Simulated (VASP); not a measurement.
# Na (Im-3m) in VASP: further runs

The runs below take Na through electric field gradients, with PBEsol.

Program: VASP 6.6.1. These are calculated values, not measurements. Logs are shortened: lines on timing, memory, paths and dates and some standing lists are left out, and cuts for length are marked.

## Step 1: The cell of the first run

It takes space group Im-3m (No. 229, cubic). Conventional cell: a = 4.149 Å, b = 4.149 Å, c = 4.149 Å, α = 90.00°, β = 90.00°, γ = 90.00°. Na (site symmetry m-3m) has 14 Na at 3.59 to 4.15 Å within 4.7 Å.

## Step 2: Electric field gradients, PBEsol (volume scaled by 0.9405)

File INCAR:

```
SYSTEM = Na
ALGO = Normal ; EDIFF = 1E-8
ENCUT = 520 ; GGA = PS
ISIF = 2 ; ISMEAR = -1
LASPH = .TRUE. ; LCHARG = .FALSE.
LEFG = .TRUE. ; LREAL = .FALSE.
LWAVE = .FALSE. ; NBANDS = 10
NELM = 100 ; PREC = Accurate
SIGMA = 0.05
```

File KPOINTS:

```
k-points
0
G
  12 12 12
  0 0 0
```

File POSCAR:

```
Na
1.0
   -2.0746412990      2.0746412990      2.0746412990
    2.0746412990     -2.0746412990      2.0746412990
    2.0746412990      2.0746412990     -2.0746412990
Na
1
Direct
    0.0000000000      0.0000000000      0.0000000000
```

Potentials or basis: VASP PAW PBE potentials, release 64 (Na_pv).

On the command line:

```sh
cat potpaw_PBE.64/Na_pv/POTCAR > POTCAR
mpirun -np 1 vasp_std > vasp.out
```

OUTCAR:

```text
SYSTEM = Na
   EDIFF = 1E-8
   ENCUT = 520
   GGA = PS
   ISIF = 2
   ISMEAR = -1
   LASPH = .TRUE.
   LREAL = .FALSE.
   NELM = 100
   PREC = Accurate

 ion  position               nearest neighbor table
   1  0.000  0.000  0.000-

  LATTYP: Found a body centered cubic cell.
 ALAT       =     4.1492825980

  Lattice vectors:

 A1 = (  -2.0746412990,   2.0746412990,   2.0746412990)
 A2 = (   2.0746412990,  -2.0746412990,   2.0746412990)
 A3 = (   2.0746412990,   2.0746412990,  -2.0746412990)

Analysis of symmetry for initial positions (statically):
=====================================================================
 Subroutine PRICEL returns:
 Original cell was already a primitive cell.

 Routine SETGRP: Setting up the symmetry group for a
 body centered cubic supercell.

 Subroutine GETGRP returns: Found 48 space group operations
 (whereof 48 operations were pure point group operations)
 out of a pool of 48 trial point group operations.

The static configuration has the point symmetry O_h .

Analysis of symmetry for dynamics (positions and initial velocities):
=====================================================================
 Subroutine PRICEL returns:
 Original cell was already a primitive cell.

 Routine SETGRP: Setting up the symmetry group for a
 body centered cubic supercell.

 Subroutine GETGRP returns: Found 48 space group operations
 (whereof 48 operations were pure point group operations)
 out of a pool of 48 trial point group operations.

The dynamic configuration has the point symmetry O_h .

 Subroutine INISYM returns: Found 48 space group operations
 (whereof 48 operations are pure point group operations),
 and found     1 'primitive' translations

----------------------------------------------------------------------------------------

                                     Primitive cell

  volume of cell :      35.7182

  direct lattice vectors                    reciprocal lattice vectors
    -2.074641299  2.074641299  2.074641299     0.000000000  0.241005518  0.241005518
     2.074641299 -2.074641299  2.074641299     0.241005518  0.000000000  0.241005518
     2.074641299  2.074641299 -2.074641299     0.241005518  0.241005518  0.000000000

  length of vectors
[... 113 lines left out ...]
  volume of cell :       35.72
 maximum number of plane-waves:       978
   NGX = 13   NGY = 13   NGZ = 13

 number of electron       6.9999988 magnetization

 Free energy of the ion-electron system (eV)
  ---------------------------------------------------
  ext. energy  EPLUGINS =         0.00000000
  ---------------------------------------------------
  free energy    TOTEN  =        -1.39918623 eV

  energy without entropy =       -1.39389239  energy(sigma->0) =       -1.39653931

 E-fermi :   0.3752     XC(G=0):  -6.6000

 val. band max:        0.3385069014   @ k =  -0.3333   0.4167   0.1667
 cond. band min:       0.4522510438   @ k =   0.3333   0.1667   0.0000
 fundamental gap:      0.1137441423
 Fermi energy:         0.3751809670

 k-point     1 :       0.0000    0.0000    0.0000
  band No.  band energies     occupation
      1     -24.3435      2.00000
      2     -24.3435      2.00000
      3     -24.3435      2.00000
      4      -2.9443      2.00000
      5      12.3885      0.00000
      6      12.3885      0.00000
      7      12.3885      0.00000
      8      13.4155      0.00000
      9      13.4155      0.00000
     10      13.9735      0.00000
[... 287 lines left out ...]
 k-point    24 :       0.4167    0.0833    0.0833
  band No.  band energies     occupation
      1     -24.3817      2.00000
      2     -24.3588      2.00000
      3     -24.3460      2.00000
      4       1.3912      0.00000
      5       1.9153      0.00000
      6       6.7532      0.00000
      7       7.9678      0.00000
      8      12.3785      0.00000
      9      13.2420      0.00000
     10      17.1508      0.00000

 [... further k-points ...]
[... 5 lines left out ...]
  --------------------------------------------------------------------------------------
  -------------------------------------------------------------------------------------
  Total        0.0304851      0.0304851      0.0304851      0.0000000     -0.0000000     -0.0000000
  in kB        1.3674449      1.3674449      1.3674449      0.0000000     -0.0000000     -0.0000000
  external PRESSURE =       1.3674449 kB  Pullay stress =       0.0000000 kB

 VOLUME and BASIS-vectors are now :
 -----------------------------------------------------------------------------
  energy-cutoff  :      520.00
  volume of cell :       35.72
      direct lattice vectors                 reciprocal lattice vectors
    -2.074641299  2.074641299  2.074641299     0.000000000  0.241005518  0.241005518
     2.074641299 -2.074641299  2.074641299     0.241005518  0.000000000  0.241005518
     2.074641299  2.074641299 -2.074641299     0.241005518  0.241005518  0.000000000

 POSITION                                       TOTAL-FORCE (eV/Angst)
 -----------------------------------------------------------------------------------
      0.00000      0.00000      0.00000         0.000000      0.000000     -0.000000
 -----------------------------------------------------------------------------------
    total drift:                               -0.000000     -0.000000     -0.000000

  FREE ENERGIE OF THE ION-ELECTRON SYSTEM (eV)
  ---------------------------------------------------
  free  energy   TOTEN  =        -1.3991862340 eV

  energy  without entropy=       -1.3938923943  energy(sigma->0) =       -1.39653931

 Electric field gradients (V/A^2)
---------------------------------------------------------------------
 ion       V_xx      V_yy      V_zz      V_xy      V_xz      V_yz
---------------------------------------------------------------------
   1       0.000     0.000     0.000    -0.005    -0.005    -0.005
---------------------------------------------------------------------

 Electric field gradients after diagonalization (V/A^2)
 (convention: |V_zz| > |V_xx| > |V_yy|)
----------------------------------------------------------------------
 ion       V_xx      V_yy      V_zz     asymmetry (V_yy - V_xx)/ V_zz
----------------------------------------------------------------------
   1       0.005     0.005    -0.010       0.000
----------------------------------------------------------------------

           NMR quadrupolar parameters

 Cq : quadrupolar parameter    Cq=e*Q*V_zz/h
 eta: asymmetry parameters     (V_yy - V_xx)/ V_zz
 Q  : nuclear electric quadrupole moment in mb (millibarn)
----------------------------------------------------------------------
 ion       Cq(MHz)       eta       Q (mb)
----------------------------------------------------------------------
   1      -0.000       0.000       1.000
----------------------------------------------------------------------
```

stdout:

```text
POSCAR found type information on POSCAR Na
 POSCAR found :  1 types and       1 ions
 scaLAPACK will be used
 -----------------------------------------------------------------------------
|                                                                             |
|                                                                             |
|     You enforced a specific xc type in the INCAR file but a different       |
|     I HOPE YOU KNOW WHAT YOU ARE DOING!                                     |
|                                                                             |
 -----------------------------------------------------------------------------

 LDA part: xc-table for (Slater+PW92), standard interpolation
 POSCAR, INCAR and KPOINTS ok, starting setup
 FFT: planning ... GRIDC
 FFT: planning ... GRID_SOFT
 FFT: planning ... GRID
 WAVECAR not read
 entering main loop
ion   1
```

Run time: 10 s. Hardware: 1 thread of Intel Xeon 6975P-C, shared host; peak memory 0.15 GiB.

Results:

```yaml
Free_energy: -1.3992 eV
Pressure: 0.1 GPa
```

Levels at points of the mesh, in eV from the Fermi level:
```tsv
k point	band 1	band 2	band 3	band 4	band 5	band 6	band 7
(0.00, 0.00, 0.00)	-24.72	-24.72	-24.72	-3.32	12.01	12.01	12.01
(0.50, 0.00, 0.00)	-24.76	-24.73	-24.72	0.80	1.30	8.39	9.45
(0.50, 0.50, 0.50)	-24.75	-24.75	-24.75	4.61	4.61	5.05	5.05
```

Caveat: without QUAD_EFG the Cq values of the log hold for a quadrupole moment of 1 mb, not for the nuclei; the PAW data sets were made with another functional, which shifts forces and pressure a little.

## Step 3: Electric field gradients, PBEsol (volume scaled by 0.94)

File INCAR:

```
PREC     = Accurate       # precision mode
ENCUT    = 520            # plane-wave cutoff, eV
EDIFF    = 1E-8           # SCF threshold, eV
ISMEAR   = -1             # smearing method
SIGMA    = 0.05           # smearing width, eV
LREAL    = False          # projectors in reciprocal space
LASPH    = True           # aspherical terms in the spheres
NELM     = 60             # most SCF steps
ALGO     = Normal         # electronic algorithm
ISIF     = 2              # what is computed and relaxed
LWAVE    = False          # write WAVECAR
LCHARG   = False          # write CHGCAR
GGA      = PS             # functional
LEFG     = True         
NBANDS   = 10             # bands
```

File KPOINTS:

```
Automatic mesh
0
Gamma
  12 12 12
```

File POSCAR:

```
Na
1.0
   -2.0742735852      2.0742735852      2.0742735852
    2.0742735852     -2.0742735852      2.0742735852
    2.0742735852      2.0742735852     -2.0742735852
Na
1
Direct
    0.0000000000      0.0000000000      0.0000000000
```

Potentials or basis: VASP PAW PBE potentials, release 64 (Na_pv).

On the command line:

```sh
cat potpaw_PBE.64/Na_pv/POTCAR > POTCAR
mpirun -np 1 vasp_std > vasp.out
```

OUTCAR:

```text
PREC = Accurate
   ENCUT = 520
   EDIFF = 1E-8
   ISMEAR = -1
   LREAL = False
   LASPH = True
   NELM = 60
   ISIF = 2
   GGA = PS

 ion  position               nearest neighbor table
   1  0.000  0.000  0.000-

  LATTYP: Found a body centered cubic cell.
 ALAT       =     4.1485471704

  Lattice vectors:

 A1 = (  -2.0742735852,   2.0742735852,   2.0742735852)
 A2 = (   2.0742735852,  -2.0742735852,   2.0742735852)
 A3 = (   2.0742735852,   2.0742735852,  -2.0742735852)

Analysis of symmetry for initial positions (statically):
=====================================================================
 Subroutine PRICEL returns:
 Original cell was already a primitive cell.

 Routine SETGRP: Setting up the symmetry group for a
 body centered cubic supercell.

 Subroutine GETGRP returns: Found 48 space group operations
 (whereof 48 operations were pure point group operations)
 out of a pool of 48 trial point group operations.

The static configuration has the point symmetry O_h .

Analysis of symmetry for dynamics (positions and initial velocities):
=====================================================================
 Subroutine PRICEL returns:
 Original cell was already a primitive cell.

 Routine SETGRP: Setting up the symmetry group for a
 body centered cubic supercell.

 Subroutine GETGRP returns: Found 48 space group operations
 (whereof 48 operations were pure point group operations)
 out of a pool of 48 trial point group operations.

The dynamic configuration has the point symmetry O_h .

 Subroutine INISYM returns: Found 48 space group operations
 (whereof 48 operations are pure point group operations),
 and found     1 'primitive' translations

----------------------------------------------------------------------------------------

                                     Primitive cell

  volume of cell :      35.6992

  direct lattice vectors                    reciprocal lattice vectors
    -2.074273585  2.074273585  2.074273585     0.000000000  0.241048241  0.241048241
     2.074273585 -2.074273585  2.074273585     0.241048241  0.000000000  0.241048241
     2.074273585  2.074273585 -2.074273585     0.241048241  0.241048241  0.000000000

  length of vectors
     3.592747238  3.592747238  3.592747238     0.340893692  0.340893692  0.340893692

  position of ions in fractional coordinates (direct lattice)
     0.000000000  0.000000000  0.000000000

  ion indices of the primitive-cell ions
   primitive index   ion index
                 1           1

----------------------------------------------------------------------------------------

 KPOINTS: Automatic mesh

Automatic generation of k-mesh.
 Grid dimensions read from file:
 generate k-points for:   12   12   12

 Generating k-lattice:

  Cartesian coordinates                     Fractional coordinates (reciprocal lattice)
     0.000000000  0.020087353  0.020087353     0.083333333  0.000000000  0.000000000
[... 62 lines left out ...]
   NSW    =      0    number of steps for IOM
   IBRION =     -1    ionic relax: 0-MD 1-quasi-New 2-CG
   NFREE  =      0    steps in history (QN), initial steepest desc. (CG)
   ISIF   =      2    stress and relaxation
   ISYM   =      2    0-nonsym 1-usesym 2-fastsym
   POTIM  = 0.5000    time-step for ionic-motion
   TEBEG  =    0.0;   TEEND  =   0.0 temperature during run
   PSTRESS=    0.0 pullay stress
   NELECT =       7.0000    total number of electrons
   NUPDOWN=      -1.0000    fix difference up-down
   EMIN   =  10.00;   EMAX   =-10.00  energy-range for DOS
   EFERMI =   0.00;   METHOD = LEGACY
   ISMEAR =    -1;   SIGMA  =   0.05  broadening in eV -4-tet -1-fermi 0-gaus
   EFERMI_NEDOS =   21; number of points for ismear=-14 and -15
   IALGO  =     38    algorithm
   IMIX   =      4    mixing-type and parameters
     AMIX     =   0.40;   BMIX     =  1.00
     AMIX_MAG =   1.60;   BMIX_MAG =  1.00
  volume/ion in A,a.u.               =      35.70       240.91
  Fermi-wavevector in a.u.,A,eV,Ry     =   0.951090  1.797299 12.307444  0.904572
  Thomas-Fermi vector in A             =   2.079527
   LORBIT       =      0    0 simple, 1 ext, 2 COOP (PROOUT), +10 PAW based schemes
   GGA     = PS    functional components
   LHFCALC =     F    Hartree Fock is set to
   AEXX    =    0.0000 exact exchange contribution
   IVDW    =     0    specifies the selected vdW correction
   LEPSILON=     F    determine dielectric tensor
   LRPA    =     F    only Hartree local field effects (RPA)
 non-spin polarized calculation
  energy-cutoff  :      520.00
  volume of cell :       35.70
 maximum number of plane-waves:       976
   NGX = 13   NGY = 13   NGZ = 13

 number of electron       6.9999988 magnetization

 Free energy of the ion-electron system (eV)
  ---------------------------------------------------
  ext. energy  EPLUGINS =         0.00000000
  ---------------------------------------------------
  free energy    TOTEN  =        -1.39916850 eV

  energy without entropy =       -1.39387564  energy(sigma->0) =       -1.39652207

 E-fermi :   0.3767     XC(G=0):  -6.6014

 val. band max:        0.3400568881   @ k =  -0.3333   0.4167   0.1667
 cond. band min:       0.4538340286   @ k =   0.3333   0.1667   0.0000
 fundamental gap:      0.1137771406
 Fermi energy:         0.3767368329

 k-point     1 :       0.0000    0.0000    0.0000
  band No.  band energies     occupation
      1     -24.3415      2.00000
      2     -24.3415      2.00000
      3     -24.3415      2.00000
      4      -2.9439      2.00000
      5      12.3936      0.00000
      6      12.3936      0.00000
      7      12.3936      0.00000
      8      13.4209      0.00000
      9      13.4209      0.00000
     10      13.9791      0.00000
[... 287 lines left out ...]
 k-point    24 :       0.4167    0.0833    0.0833
  band No.  band energies     occupation
      1     -24.3799      2.00000
      2     -24.3569      2.00000
      3     -24.3441      2.00000
      4       1.3930      0.00000
      5       1.9176      0.00000
      6       6.7566      0.00000
      7       7.9725      0.00000
      8      12.3838      0.00000
      9      13.2481      0.00000
     10      17.1575      0.00000

 [... further k-points ...]
[... 5 lines left out ...]
  --------------------------------------------------------------------------------------
  -------------------------------------------------------------------------------------
  Total        0.0314817      0.0314817      0.0314817      0.0000000     -0.0000000      0.0000000
  in kB        1.4128955      1.4128955      1.4128955      0.0000000     -0.0000000      0.0000000
  external PRESSURE =       1.4128955 kB  Pullay stress =       0.0000000 kB

 VOLUME and BASIS-vectors are now :
 -----------------------------------------------------------------------------
  energy-cutoff  :      520.00
  volume of cell :       35.70
      direct lattice vectors                 reciprocal lattice vectors
    -2.074273585  2.074273585  2.074273585     0.000000000  0.241048241  0.241048241
     2.074273585 -2.074273585  2.074273585     0.241048241  0.000000000  0.241048241
     2.074273585  2.074273585 -2.074273585     0.241048241  0.241048241  0.000000000

 POSITION                                       TOTAL-FORCE (eV/Angst)
 -----------------------------------------------------------------------------------
      0.00000      0.00000      0.00000         0.000000      0.000000      0.000000
 -----------------------------------------------------------------------------------
    total drift:                                0.000000     -0.000000     -0.000000

  FREE ENERGIE OF THE ION-ELECTRON SYSTEM (eV)
  ---------------------------------------------------
  free  energy   TOTEN  =        -1.3991685026 eV

  energy  without entropy=       -1.3938756411  energy(sigma->0) =       -1.39652207

 Electric field gradients (V/A^2)
---------------------------------------------------------------------
 ion       V_xx      V_yy      V_zz      V_xy      V_xz      V_yz
---------------------------------------------------------------------
   1      -0.000     0.000     0.000    -0.005    -0.005    -0.005
---------------------------------------------------------------------

 Electric field gradients after diagonalization (V/A^2)
 (convention: |V_zz| > |V_xx| > |V_yy|)
----------------------------------------------------------------------
 ion       V_xx      V_yy      V_zz     asymmetry (V_yy - V_xx)/ V_zz
----------------------------------------------------------------------
   1       0.005     0.005    -0.010       0.000
----------------------------------------------------------------------

           NMR quadrupolar parameters

 Cq : quadrupolar parameter    Cq=e*Q*V_zz/h
 eta: asymmetry parameters     (V_yy - V_xx)/ V_zz
 Q  : nuclear electric quadrupole moment in mb (millibarn)
----------------------------------------------------------------------
 ion       Cq(MHz)       eta       Q (mb)
----------------------------------------------------------------------
   1      -0.000       0.000       1.000
----------------------------------------------------------------------
```

Run time: 9.7 s. Hardware: 1 thread of Intel Xeon 6975P-C, shared host; peak memory 0.16 GiB.

What came out:

```yaml
Free_energy: -1.3992 eV
Pressure: 0.1 GPa
```

Levels at points of the mesh, in eV from the Fermi level:
| k point | band 1 | band 2 | band 3 | band 4 | band 5 | band 6 | band 7 | band 8 |
| --- | --- | --- | --- | --- | --- | --- | --- | --- |
| (0.00, 0.00, 0.00) | -24.72 | -24.72 | -24.72 | -3.32 | 12.02 | 12.02 | 12.02 | 13.04 |
| (0.50, 0.00, 0.00) | -24.76 | -24.73 | -24.72 | 0.80 | 1.30 | 8.40 | 9.45 | 9.52 |
| (0.50, 0.50, 0.50) | -24.75 | -24.75 | -24.75 | 4.61 | 4.61 | 5.06 | 5.06 | 5.06 |

Caveat: without QUAD_EFG the Cq values of the log hold for a quadrupole moment of 1 mb, not for the nuclei; the PAW data sets were made with another functional, which shifts forces and pressure a little.

(Continued in part 2 of 2.)
